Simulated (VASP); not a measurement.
# Cu3N (Pm-3m) in VASP: notebook

Cu3N is run at these levels: PBE, LDA, PBEsol, r2SCAN; tasks: single point, relaxation of cell and atoms.

Program: VASP 6.6.1. These are calculated values, not measurements. Logs are shortened: lines on timing, memory, paths and dates and some standing lists are left out, and cuts for length are marked.

## 1. The cell of the first run

It takes space group Pm-3m (No. 221, cubic). Conventional cell: a = 3.789 Å, b = 3.789 Å, c = 3.789 Å, α = 90.00°, β = 90.00°, γ = 90.00°. Within 2.5 Å of Cu (site symmetry 4/mmm) lie 2 N at 1.89 Å. Within 2.5 Å of N (site symmetry m-3m) lie 6 Cu at 1.89 Å.

## 2. Single point, PBE

File INCAR:

```
SYSTEM = Cu3N
PREC = Accurate
ENCUT = 600
EDIFF = 1E-6
ISMEAR = -1
SIGMA = 0.02
LREAL = .FALSE.
LASPH = .TRUE.
NELM = 120
ALGO = Normal
ISIF = 2
LWAVE = .FALSE.
LCHARG = .TRUE.
GGA = PE
LELF = .TRUE.
LVHAR = .TRUE.
NBANDS = 27
GGA_COMPAT = .FALSE.
```

File KPOINTS:

```
regular mesh
0
G
  6 6 6
  0 0 0
```

File POSCAR:

```
Cu3N
1.0
    3.7893700930      0.0000000000      0.0000000000
    0.0000000000      3.7893700930      0.0000000000
    0.0000000000      0.0000000000      3.7893700930
Cu N
3 1
Direct
    0.5000000000      0.0000000000      0.0000000000
    0.0000000000      0.5000000000      0.0000000000
    0.0000000000      0.0000000000      0.5000000000
    0.0000000000      0.0000000000      0.0000000000
```

Potentials or basis: VASP PAW PBE potentials, release 64 (Cu, N).

Command:

```console
> cat potpaw_PBE.64/Cu/POTCAR potpaw_PBE.64/N/POTCAR > POTCAR
> mpirun -np 1 vasp_std > vasp.out
```

OUTCAR:

```text
SYSTEM = Cu3N
   PREC = Accurate
   ENCUT = 600
   EDIFF = 1E-6
   ISMEAR = -1
   LREAL = .FALSE.
   LASPH = .TRUE.
   NELM = 120
   ISIF = 2
   GGA = PE

 ion  position               nearest neighbor table
   1  0.500  0.000  0.000-   4 1.89   4 1.89   2 2.68   3 2.68   2 2.68   2 2.68   3 2.68   3 2.68
                             3 2.68   2 2.68
   2  0.000  0.500  0.000-   4 1.89   4 1.89   1 2.68   3 2.68   1 2.68   3 2.68   3 2.68   3 2.68
                             1 2.68   1 2.68
   3  0.000  0.000  0.500-   4 1.89   4 1.89   1 2.68   1 2.68   2 2.68   2 2.68   2 2.68   2 2.68
                             1 2.68   1 2.68
   4  0.000  0.000  0.000-   1 1.89   2 1.89   3 1.89   3 1.89   2 1.89   1 1.89

  LATTYP: Found a simple cubic cell.
 ALAT       =     3.7893700930

  Lattice vectors:

 A1 = (   3.7893700930,   0.0000000000,   0.0000000000)
 A2 = (   0.0000000000,   3.7893700930,   0.0000000000)
 A3 = (   0.0000000000,   0.0000000000,   3.7893700930)

Analysis of symmetry for initial positions (statically):
=====================================================================
 Subroutine PRICEL returns:
 Original cell was already a primitive cell.

 Routine SETGRP: Setting up the symmetry group for a
 simple cubic supercell.

 Subroutine GETGRP returns: Found 48 space group operations
 (whereof 48 operations were pure point group operations)
 out of a pool of 48 trial point group operations.

The static configuration has the point symmetry O_h .

Analysis of symmetry for dynamics (positions and initial velocities):
=====================================================================
 Subroutine PRICEL returns:
 Original cell was already a primitive cell.

 Routine SETGRP: Setting up the symmetry group for a
 simple cubic supercell.

 Subroutine GETGRP returns: Found 48 space group operations
 (whereof 48 operations were pure point group operations)
 out of a pool of 48 trial point group operations.

The dynamic configuration has the point symmetry O_h .

 Subroutine INISYM returns: Found 48 space group operations
 (whereof 48 operations are pure point group operations),
 and found     1 'primitive' translations

----------------------------------------------------------------------------------------

                                     Primitive cell

  volume of cell :      54.4128
[... 84 lines left out ...]
   LSORBIT =      F    spin-orbit coupling
   LASPH  =      T    aspherical Exc in radial PAW
   ENCUT  =  600.0 eV  44.10 Ry    6.64 a.u.   7.57  7.57  7.57*2*pi/ulx,y,z
   NELM   =    120;   NELMIN=  2; NELMDL= -5     # of ELM steps
   EDIFF  = 0.1E-05   stopping-criterion for ELM
   LREAL  =      F    real-space projection
   EDIFFG = 0.1E-04   stopping-criterion for IOM
   NSW    =      0    number of steps for IOM
   IBRION =     -1    ionic relax: 0-MD 1-quasi-New 2-CG
   NFREE  =      0    steps in history (QN), initial steepest desc. (CG)
   ISIF   =      2    stress and relaxation
   ISYM   =      2    0-nonsym 1-usesym 2-fastsym
   POTIM  = 0.5000    time-step for ionic-motion
   TEBEG  =    0.0;   TEEND  =   0.0 temperature during run
   PSTRESS=    0.0 pullay stress
   NELECT =      38.0000    total number of electrons
   NUPDOWN=      -1.0000    fix difference up-down
   EMIN   =  10.00;   EMAX   =-10.00  energy-range for DOS
   EFERMI =   0.00;   METHOD = LEGACY
   ISMEAR =    -1;   SIGMA  =   0.02  broadening in eV -4-tet -1-fermi 0-gaus
   EFERMI_NEDOS =   21; number of points for ismear=-14 and -15
   IALGO  =     38    algorithm
   IMIX   =      4    mixing-type and parameters
     AMIX     =   0.40;   BMIX     =  1.00
     AMIX_MAG =   1.60;   BMIX_MAG =  1.00
  volume/ion in A,a.u.               =      13.60        91.80
  Fermi-wavevector in a.u.,A,eV,Ry     =   1.452454  2.744740 28.703152  2.109622
  Thomas-Fermi vector in A             =   2.569834
   LORBIT       =      0    0 simple, 1 ext, 2 COOP (PROOUT), +10 PAW based schemes
   GGA     = PE    functional components
   LHFCALC =     F    Hartree Fock is set to
   AEXX    =    0.0000 exact exchange contribution
   IVDW    =     0    specifies the selected vdW correction
   LEPSILON=     F    determine dielectric tensor
   LRPA    =     F    only Hartree local field effects (RPA)
 non-spin polarized calculation
  energy-cutoff  :      600.00
  volume of cell :       54.41
 maximum number of plane-waves:      1856
   NGX = 15   NGY = 15   NGZ = 15

 number of electron      37.9999988 magnetization

 Free energy of the ion-electron system (eV)
  ---------------------------------------------------
  ext. energy  EPLUGINS =         0.00000000
  ---------------------------------------------------
  free energy    TOTEN  =       -18.35652825 eV

  energy without entropy =      -18.35638056  energy(sigma->0) =      -18.35645440

 E-fermi :   5.2103     XC(G=0): -10.8910

 val. band max:        5.1401361175   @ k =   0.5000   0.5000   0.5000
 cond. band min:       5.2804838828   @ k =   0.5000   0.5000   0.0000
 fundamental gap:      0.1403477653
 Fermi energy:         5.2102821474

 k-point     1 :       0.0000    0.0000    0.0000
  band No.  band energies     occupation
      1     -11.8660      2.00000
      2      -0.2321      2.00000
      3       0.2614      2.00000
      4       0.2614      2.00000
      5       0.2614      2.00000
      6       1.1713      2.00000
[... 589 lines left out ...]
     26      13.2837      0.00000
     27      15.9888      0.00000

------------------------ aborting loop because EDIFF is reached ----------------------------------------

  FORCE on cell =-STRESS in cart. coord.  units (eV):
  Direction    XX          YY          ZZ          XY          YZ          ZX
  --------------------------------------------------------------------------------------
  -------------------------------------------------------------------------------------
  Total        1.5896558      1.5896558      1.5896558      0.0000000     -0.0000000     -0.0000000
  in kB       46.8071939     46.8071939     46.8071939      0.0000000     -0.0000000     -0.0000000
  external PRESSURE =      46.8071939 kB  Pullay stress =       0.0000000 kB

 VOLUME and BASIS-vectors are now :
 -----------------------------------------------------------------------------
  energy-cutoff  :      600.00
  volume of cell :       54.41
      direct lattice vectors                 reciprocal lattice vectors
     3.789370093  0.000000000  0.000000000     0.263896103  0.000000000  0.000000000
     0.000000000  3.789370093  0.000000000     0.000000000  0.263896103  0.000000000
     0.000000000  0.000000000  3.789370093     0.000000000  0.000000000  0.263896103

 POSITION                                       TOTAL-FORCE (eV/Angst)
 -----------------------------------------------------------------------------------
      1.89469      0.00000      0.00000         0.000000      0.000000      0.000000
      0.00000      1.89469      0.00000         0.000000      0.000000      0.000000
      0.00000      0.00000      1.89469         0.000000      0.000000      0.000000
      0.00000      0.00000      0.00000         0.000000      0.000000      0.000000
 -----------------------------------------------------------------------------------
    total drift:                                0.000000      0.000000      0.000000

  FREE ENERGIE OF THE ION-ELECTRON SYSTEM (eV)
  ---------------------------------------------------
  free  energy   TOTEN  =       -18.3565282473 eV

  energy  without entropy=      -18.3563805610  energy(sigma->0) =      -18.35645440
```

OSZICAR:

```text
N       E                     dE             d eps       ncg     rms          rms(c)
DAV:   1     0.313843336451E+03    0.31384E+03   -0.19256E+04  1104   0.249E+03
DAV:   2     0.164342923095E+02   -0.29741E+03   -0.28302E+03  1086   0.394E+02
DAV:   3    -0.213559702143E+02   -0.37790E+02   -0.35987E+02  1363   0.170E+02
DAV:   4    -0.230282699234E+02   -0.16723E+01   -0.16502E+01  1479   0.383E+01
DAV:   5    -0.230466701102E+02   -0.18400E-01   -0.18393E-01  1461   0.393E+00    0.159E+01
DAV:   6    -0.207684874352E+02    0.22782E+01   -0.37755E+01  1426   0.137E+02    0.102E+01
DAV:   7    -0.183632097168E+02    0.24053E+01   -0.97108E+00  1318   0.766E+01    0.250E+00
DAV:   8    -0.183821514938E+02   -0.18942E-01   -0.64715E-01  1348   0.595E+00    0.145E+00
DAV:   9    -0.183577241117E+02    0.24427E-01   -0.36625E-02  1532   0.271E+00    0.293E-01
DAV:  10    -0.183567407298E+02    0.98338E-03   -0.87553E-03  1432   0.138E+00    0.132E-01
DAV:  11    -0.183566084625E+02    0.13227E-03   -0.19400E-03  1520   0.712E-01    0.695E-02
DAV:  12    -0.183565268755E+02    0.81587E-04   -0.47428E-04  1624   0.237E-01    0.148E-02
DAV:  13    -0.183565281889E+02   -0.13134E-05   -0.52419E-05  1335   0.660E-02    0.104E-02
DAV:  14    -0.183565282473E+02   -0.58350E-07   -0.72915E-06  1106   0.275E-02
   1 F= -.18356528E+02 E0= -.18356454E+02  d E =-.147686E-03
```

stdout:

```text
POSCAR found type information on POSCAR CuN
 POSCAR found :  2 types and       4 ions
 scaLAPACK will be used
 LDA part: xc-table for (Slater+PW92), standard interpolation
 POSCAR, INCAR and KPOINTS ok, starting setup
 FFT: planning ... GRIDC
 FFT: planning ... GRID_SOFT
 FFT: planning ... GRID
 WAVECAR not read
 entering main loop
```

Wall time 22 s (1 thread of Intel Xeon Platinum 8488C (Sapphire Rapids), shared host); peak memory 0.18 GiB.

What came out:

```
Free energy            : -18.3565 eV
Pressure               : 4.7 GPa
Band gap on the k mesh : 0.14 eV (least direct gap 0.69 eV)
```

Caveat: the cell stands under pressure; semilocal functionals underestimate gaps, and a narrow one can read as zero.

(Continued in part 2 of 3.)
